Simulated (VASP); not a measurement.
# Ge (Cmmm) in VASP: notebook

Ge is run at these levels: r2SCAN; tasks: single point.

All numbers are computed with VASP 6.6.1; they aren't measurements. Logs are shortened: lines on timing, memory, paths and dates and some standing lists are left out, and cuts for length are marked.

## (1) The cell of the first run

Symmetry: Cmmm, No. 65, orthorhombic system. Conventional cell: a = 2.737 Å, b = 5.095 Å, c = 2.643 Å, α = 90.00°, β = 90.00°, γ = 90.00°. Within 3.5 Å of Ge (site symmetry mmm) lie 8 Ge at 2.64 to 2.89 Å.

## (2) Single point, r2SCAN

The input, POSCAR:

```
Ge
1.0
    1.3686277522     -2.5474293491      0.0000000000
    1.3686277522      2.5474293491      0.0000000000
    0.0000000000      0.0000000000      2.6431496057
Ge
1
Direct
    0.5000000000      0.5000000000      0.0000000000
```

The input, INCAR.step1:

```
SYSTEM = Ge
  PREC = Accurate
  ENCUT = 520
  ISMEAR = 1
  SIGMA = 0.15
  LREAL = .FALSE.
  LASPH = .TRUE.
  NELM = 100
  NBANDS = 13
  GGA = PE
  ALGO = Normal
  EDIFF = 1E-4
  LWAVE = .TRUE.
  LCHARG = .FALSE.
```

The input, INCAR.step2:

```
SYSTEM = Ge
  PREC = Accurate
  ENCUT = 520
  EDIFF = 1E-7
  ISMEAR = 1
  SIGMA = 0.15
  LREAL = .FALSE.
  LASPH = .TRUE.
  NELM = 100
  ALGO = Normal
  ISIF = 2
  LWAVE = .FALSE.
  LCHARG = .TRUE.
  METAGGA = R2SCAN
  LMIXTAU = .TRUE.
  LELF = .TRUE.
  LVHAR = .TRUE.
  NBANDS = 13
  ISTART = 1
```

The input, KPOINTS:

```
Automatic mesh
0
G
  12 12 11
  0 0 0
```

Potentials or basis: VASP PAW PBE potentials, release 64 (Ge_d).

On the command line:

```console
> cat potpaw_PBE.64/Ge_d/POTCAR > POTCAR
> cp INCAR.step1 INCAR
> mpirun -np 1 vasp_std > vasp.out
> cp INCAR.step2 INCAR
> mpirun -np 1 vasp_std > vasp.out
```

OUTCAR:

```text
SYSTEM = Ge
   PREC = Accurate
   ENCUT = 520
   EDIFF = 1E-7
   ISMEAR = 1
   LREAL = .FALSE.
   LASPH = .TRUE.
   NELM = 100
   ISIF = 2
   METAGGA = R2SCAN
   ISTART = 1

 ion  position               nearest neighbor table
   1  0.500  0.500  0.000-

  LATTYP: Found a base centered orthorhombic cell.
 ALAT       =     2.7372555044
 B/A-ratio  =     1.8613018368
 C/A-ratio  =     0.9656203454

  Lattice vectors:

 A1 = (   1.3686277522,  -2.5474293491,   0.0000000000)
 A2 = (   1.3686277522,   2.5474293491,   0.0000000000)
 A3 = (   0.0000000000,   0.0000000000,   2.6431496057)

Analysis of symmetry for initial positions (statically):
=====================================================================
 Subroutine PRICEL returns:
 Original cell was already a primitive cell.

 Routine SETGRP: Setting up the symmetry group for a
 base centered orthorhombic supercell.

 Subroutine GETGRP returns: Found  8 space group operations
 (whereof  8 operations were pure point group operations)
 out of a pool of  8 trial point group operations.

The static configuration has the point symmetry D_2h.

Analysis of symmetry for dynamics (positions and initial velocities):
=====================================================================
 Subroutine PRICEL returns:
 Original cell was already a primitive cell.

 Routine SETGRP: Setting up the symmetry group for a
 base centered orthorhombic supercell.

 Subroutine GETGRP returns: Found  8 space group operations
 (whereof  8 operations were pure point group operations)
 out of a pool of  8 trial point group operations.

The dynamic configuration has the point symmetry D_2h.

 Subroutine INISYM returns: Found  8 space group operations
 (whereof  8 operations are pure point group operations),
 and found     1 'primitive' translations

----------------------------------------------------------------------------------------

                                     Primitive cell

  volume of cell :      18.4306

  direct lattice vectors                    reciprocal lattice vectors
     1.368627752 -2.547429349  0.000000000     0.365329432 -0.196276297  0.000000000
     1.368627752  2.547429349  0.000000000     0.365329432  0.196276297  0.000000000
     0.000000000  0.000000000  2.643149606     0.000000000  0.000000000  0.378336511

  length of vectors
     2.891805355  2.891805355  2.643149606     0.414716746  0.414716746  0.378336511

[... 85 lines left out ...]
   ISYM   =      2    0-nonsym 1-usesym 2-fastsym
   POTIM  = 0.5000    time-step for ionic-motion
   TEBEG  =    0.0;   TEEND  =   0.0 temperature during run
   PSTRESS=    0.0 pullay stress
   NELECT =      14.0000    total number of electrons
   NUPDOWN=      -1.0000    fix difference up-down
   EMIN   =  10.00;   EMAX   =-10.00  energy-range for DOS
   EFERMI =   0.00;   METHOD = LEGACY
   ISMEAR =     1;   SIGMA  =   0.15  broadening in eV -4-tet -1-fermi 0-gaus
   EFERMI_NEDOS =   21; number of points for ismear=-14 and -15
   IALGO  =     38    algorithm
   IMIX   =      4    mixing-type and parameters
     AMIX     =   0.40;   BMIX     =  1.00
     AMIX_MAG =   1.60;   BMIX_MAG =  1.00
  volume/ion in A,a.u.               =      18.43       124.38
  Fermi-wavevector in a.u.,A,eV,Ry     =   1.493727  2.822734 30.357577  2.231219
  Thomas-Fermi vector in A             =   2.606090
   LORBIT       =      0    0 simple, 1 ext, 2 COOP (PROOUT), +10 PAW based schemes
   METAGGA = R2SCAN    functional components
   LHFCALC =     F    Hartree Fock is set to
   AEXX    =    0.0000 exact exchange contribution
   IVDW    =     0    specifies the selected vdW correction
   LEPSILON=     F    determine dielectric tensor
   LRPA    =     F    only Hartree local field effects (RPA)
 non-spin polarized calculation
 Methfessel and Paxton  Order N= 1 SIGMA  =   0.15
  energy-cutoff  :      520.00
  volume of cell :       18.43
 maximum number of plane-waves:       507
 NGX is ok and might be reduce to    24
   NGX = 11   NGY = 11   NGZ =  9

 number of electron      13.9999990 magnetization

 Free energy of the ion-electron system (eV)
  ---------------------------------------------------
  ext. energy  EPLUGINS =         0.00000000
  ---------------------------------------------------
  free energy    TOTEN  =       -13.48073017 eV

  energy without entropy =      -13.48057932  energy(sigma->0) =      -13.48067989

 E-fermi :   6.8304     XC(G=0): -12.4311

 val. band max:        6.8045703151   @ k =   0.2500  -0.0000   0.2727
 cond. band min:       6.8332616969   @ k =  -0.2500   0.2500   0.0000
 fundamental gap:      0.0286913818
 Fermi energy:         6.8304245951

 k-point     1 :       0.0000    0.0000    0.0000
  band No.  band energies     occupation
      1     -18.7797      2.00000
      2     -18.6962      2.00000
      3     -18.6320      2.00000
      4     -18.5025      2.00000
      5     -18.4819      2.00000
      6      -7.2634      2.00000
      7      14.1134      0.00000
      8      14.7489      0.00000
      9      16.4509      0.00000
     10      17.6049      0.00000
     11      20.4495      0.00000
     12      23.0128      0.00000
     13      23.4945      0.00000
[... 354 lines left out ...]
  band No.  band energies     occupation
      1     -18.7224      2.00000
      2     -18.6626      2.00000
      3     -18.5667      2.00000
      4     -18.5364      2.00000
      5     -18.5114      2.00000
      6      -3.9676      2.00000
      7       5.4875      2.00000
      8       7.4572     -0.00000
      9      17.1051      0.00000
     10      20.5265      0.00000
     11      22.2149      0.00000
     12      27.5878      0.00000
     13      28.2702      0.00000

 [... further k-points ...]

------------------------ aborting loop because EDIFF is reached ----------------------------------------

  FORCE on cell =-STRESS in cart. coord.  units (eV):
  Direction    XX          YY          ZZ          XY          YZ          ZX
  --------------------------------------------------------------------------------------
  -------------------------------------------------------------------------------------
  Total        0.3050048     -0.2411244      0.2828463      0.0000000      0.0000000      0.0000000
  in kB       26.5141652    -20.9610272     24.5879271      0.0000000      0.0000000      0.0000000
  external PRESSURE =      10.0470217 kB  Pullay stress =       0.0000000 kB

 VOLUME and BASIS-vectors are now :
 -----------------------------------------------------------------------------
  energy-cutoff  :      520.00
  volume of cell :       18.43
      direct lattice vectors                 reciprocal lattice vectors
     1.368627752 -2.547429349  0.000000000     0.365329432 -0.196276297  0.000000000
     1.368627752  2.547429349  0.000000000     0.365329432  0.196276297  0.000000000
     0.000000000  0.000000000  2.643149606     0.000000000  0.000000000  0.378336511

 POSITION                                       TOTAL-FORCE (eV/Angst)
 -----------------------------------------------------------------------------------
      1.36863      0.00000      0.00000        -0.000000     -0.000000      0.000000
 -----------------------------------------------------------------------------------
    total drift:                               -0.000000     -0.000000     -0.000000

  FREE ENERGIE OF THE ION-ELECTRON SYSTEM (eV)
  ---------------------------------------------------
  free  energy   TOTEN  =       -13.4807301738 eV

  energy  without entropy=      -13.4805793217  energy(sigma->0) =      -13.48067989
```

Run time: 2.2 min. Hardware: 1 thread of Intel Xeon 8259CL, shared host; peak memory 0.18 GiB.

Results:

```yaml
Free_energy: -13.4807 eV
Pressure: 1.0 GPa
Band_gap_on_the_k_mesh: zero (bands 7 and 8 overlap by 10.95 eV)
```

Caveat: the PAW data sets were made with another functional, which shifts forces and pressure a little.

## (3) Single point, r2SCAN

This run uses another cell than the first one, of 18.82 Å³/atom.

The input, POSCAR:

```
Ge
1.0
    1.3782662934     -2.5653695835      0.0000000000
    1.3782662934      2.5653695835      0.0000000000
    0.0000000000      0.0000000000      2.6617639486
Ge
1
Direct
    0.5000000000      0.5000000000      0.0000000000
```

The input, INCAR.step1:

```
SYSTEM = Ge
  ALGO = Normal
  EDIFF = 1E-4
  ENCUT = 520
  GGA = PE
  ISMEAR = 1
  LASPH = .TRUE.
  LCHARG = .FALSE.
  LREAL = .FALSE.
  LWAVE = .TRUE.
  NBANDS = 13
  NELM = 80
  PREC = Accurate
  SIGMA = 0.15
```

The input, INCAR.step2:

```
SYSTEM = Ge
  ALGO = Normal
  EDIFF = 1E-6
  ENCUT = 520
  ISIF = 2
  ISMEAR = 1
  ISTART = 1
  LASPH = .TRUE.
  LCHARG = .FALSE.
  LMIXTAU = .TRUE.
  LREAL = .FALSE.
  LWAVE = .FALSE.
  METAGGA = R2SCAN
  NBANDS = 13
  NELM = 80
  PREC = Accurate
  SIGMA = 0.15
```

The input, KPOINTS:

```
k-points
0
G
  12 12 11
  0 0 0
```

Potentials or basis: VASP PAW PBE potentials, release 64 (Ge_d).

On the command line:

```console
> cat potpaw_PBE.64/Ge_d/POTCAR > POTCAR
> cp INCAR.step1 INCAR
> mpirun -np 1 vasp_std > vasp.out
> cp INCAR.step2 INCAR
> mpirun -np 1 vasp_std > vasp.out
```

OUTCAR:

```text
SYSTEM = Ge
   EDIFF = 1E-6
   ENCUT = 520
   ISIF = 2
   ISMEAR = 1
   ISTART = 1
   LASPH = .TRUE.
   LREAL = .FALSE.
   METAGGA = R2SCAN
   NELM = 80
   PREC = Accurate

 ion  position               nearest neighbor table
   1  0.500  0.500  0.000-

  LATTYP: Found a base centered orthorhombic cell.
 ALAT       =     2.7565325868
 B/A-ratio  =     1.8613018368
 C/A-ratio  =     0.9656203454

  Lattice vectors:

 A1 = (   1.3782662934,  -2.5653695835,   0.0000000000)
 A2 = (   1.3782662934,   2.5653695835,   0.0000000000)
 A3 = (   0.0000000000,   0.0000000000,   2.6617639486)

Analysis of symmetry for initial positions (statically):
=====================================================================
 Subroutine PRICEL returns:
 Original cell was already a primitive cell.

 Routine SETGRP: Setting up the symmetry group for a
 base centered orthorhombic supercell.

 Subroutine GETGRP returns: Found  8 space group operations
 (whereof  8 operations were pure point group operations)
 out of a pool of  8 trial point group operations.

The static configuration has the point symmetry D_2h.

[... 168 lines left out ...]
      1     -18.9903      2.00000
      2     -18.9139      2.00000
      3     -18.8533      2.00000
      4     -18.7303      2.00000
      5     -18.7099      2.00000
      6      -7.3106      2.00000
      7      13.7600      0.00000
      8      14.3535      0.00000
      9      16.0169      0.00000
     10      17.2809      0.00000
     11      20.0789      0.00000
     12      22.6258      0.00000
     13      23.2286      0.00000
[... 354 lines left out ...]
  band No.  band energies     occupation
      1     -18.9366      2.00000
      2     -18.8811      2.00000
      3     -18.7917      2.00000
      4     -18.7618      2.00000
      5     -18.7379      2.00000
      6      -4.0766      2.00000
      7       5.2563      2.00000
      8       7.2456     -0.00000
      9      16.6741      0.00000
     10      20.1493      0.00000
     11      21.7851      0.00000
     12      27.0895      0.00000
     13      27.7588      0.00000

 [... further k-points ...]

------------------------ aborting loop because EDIFF is reached ----------------------------------------

  FORCE on cell =-STRESS in cart. coord.  units (eV):
  Direction    XX          YY          ZZ          XY          YZ          ZX
  --------------------------------------------------------------------------------------
  -------------------------------------------------------------------------------------
  Total        0.0815560     -0.4210535      0.0867001      0.0000000      0.0000000      0.0000000
  in kB        6.9419853    -35.8397727      7.3798494      0.0000000      0.0000000      0.0000000
  external PRESSURE =      -7.1726460 kB  Pullay stress =       0.0000000 kB

 VOLUME and BASIS-vectors are now :
 -----------------------------------------------------------------------------
  energy-cutoff  :      520.00
  volume of cell :       18.82
      direct lattice vectors                 reciprocal lattice vectors
     1.378266293 -2.565369583  0.000000000     0.362774598 -0.194903691  0.000000000
     1.378266293  2.565369583  0.000000000     0.362774598  0.194903691  0.000000000
     0.000000000  0.000000000  2.661763949     0.000000000  0.000000000  0.375690715

 POSITION                                       TOTAL-FORCE (eV/Angst)
 -----------------------------------------------------------------------------------
      1.37827      0.00000      0.00000        -0.000000      0.000000      0.000000
 -----------------------------------------------------------------------------------
    total drift:                               -0.000000     -0.000000     -0.000000

  FREE ENERGIE OF THE ION-ELECTRON SYSTEM (eV)
  ---------------------------------------------------
  free  energy   TOTEN  =       -13.4813104362 eV

  energy  without entropy=      -13.4809999463  energy(sigma->0) =      -13.48120694
```

OSZICAR.step1:

```text
N       E                     dE             d eps       ncg     rms          rms(c)
DAV:   1     0.628699430606E+02    0.62870E+02   -0.71319E+03  7291   0.298E+03
DAV:   2     0.123904714464E+01   -0.61631E+02   -0.58727E+02  7083   0.409E+02
DAV:   3    -0.419483427189E+01   -0.54339E+01   -0.54120E+01  7703   0.708E+01
DAV:   4    -0.426990341016E+01   -0.75069E-01   -0.75057E-01  7653   0.905E+00
DAV:   5    -0.427065520561E+01   -0.75180E-03   -0.75179E-03  7861   0.101E+00    0.140E+00
DAV:   6    -0.426368203491E+01    0.69732E-02   -0.67574E-03  8386   0.190E+00    0.798E-01
DAV:   7    -0.426099204823E+01    0.26900E-02   -0.53603E-03  8893   0.143E+00    0.744E-02
DAV:   8    -0.426091331279E+01    0.78735E-04   -0.66676E-04  8108   0.594E-01
   1 F= -.42609133E+01 E0= -.42608109E+01  d E =-.307314E-03
```

Wall time 2.2 min (1 thread of Intel Xeon 8259CL, shared host); peak memory 0.18 GiB.

What came out:

* Free energy: -13.4813 eV
* Pressure: -0.7 GPa
* Band gap on the k mesh: zero (bands 7 and 8 overlap by 10.74 eV)

Levels at points of the mesh, in eV from the Fermi level:
| k point | band 5 | band 6 | band 7 | band 8 | band 9 | band 10 |
| --- | --- | --- | --- | --- | --- | --- |
| (0.00, 0.00, 0.00) | -25.30 | -13.90 | 7.17 | 7.76 | 9.42 | 10.69 |
| (0.50, 0.00, 0.00) | -25.33 | -8.26 | -5.88 | 3.67 | 7.98 | 11.53 |
| (0.50, 0.50, 0.00) | -25.31 | -9.22 | -6.11 | 5.62 | 9.75 | 10.77 |

Caveat: the PAW data sets were made with another functional, which shifts forces and pressure a little.

The gap in the log of VASP goes by the Fermi energy; the results here count the filled bands.